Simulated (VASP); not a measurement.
SiO2:

```
Si O
1.0
     4.99710    0.00000    0.00000
    -2.49855    4.32762    0.00000
     0.00000    0.00000    5.45740
Si O
3 6
Cartesian
  2.4986 0.0000 0.0000
  1.2493 2.1638 1.8191
  -1.2493 2.1638 3.6383
  1.5572 0.8991 0.9096
  0.0000 1.7981 2.7287
  3.4399 0.8991 4.5478
  0.9413 3.4286 0.9096
  2.4986 2.5295 2.7287
  -0.9413 3.4286 4.5478
```

- Program: VASP 6.6.1
- Task: relaxation of cell and atoms
- Functional: PBEsol
- Potentials or basis: VASP PAW PBE potentials, release 64 (Si, O)
- Cutoff: 600 eV
- k mesh: 6 × 6 × 4
- Occupations: gaussian, width 0.1 eV
- Spin: no spin polarisation

At the start: pressure 10.6 GPa; volume 13.11 Å³/atom.

Problem. How do energy, volume and symmetry change on relaxing?

Solution. Over 6 steps the energy falls by 22.8 meV/atom and the volume is 13.83 Å³/atom (+5.5 %); space group P6_222 (No. 180, to 0.05 Å).

Step by step:
```
step  energy change (eV)  largest force (eV/Å)  pressure (GPa)  volume (Å³)
   1              0.0000                0.4263           10.62       118.02
   2              0.1930                0.6937          -11.75       133.50
   3             -0.2026                0.0884           -0.08       124.18
   4             -0.2026                0.0791            0.11       124.06
   5             -0.2042                0.0532            0.07       124.22
   6             -0.2054                0.0086            0.01       124.50
```

Final structure:
```xyz
9
Lattice="5.0815 0.0000 0.0000 -2.5408 4.4007 0.0000 0.0000 0.0000 5.5676" Properties=species:S:1:pos:R:3 pbc="T T T"
Si    2.5408    0.0000    0.0000
Si    1.2704    2.2004    1.8559
Si   -1.2704    2.2004    3.7117
O     1.5838    0.9144    0.9279
O     0.0000    1.8288    2.7838
O     3.4977    0.9144    4.6396
O     0.9570    3.4863    0.9279
O     2.5408    2.5719    2.7838
O    -0.9570    3.4863    4.6396
```

Caveat: the PAW data sets were made with another functional, which shifts forces and pressure a little; the relaxation stopped at a loose force limit of 0.05 eV/Å, so its end isn't a converged minimum.
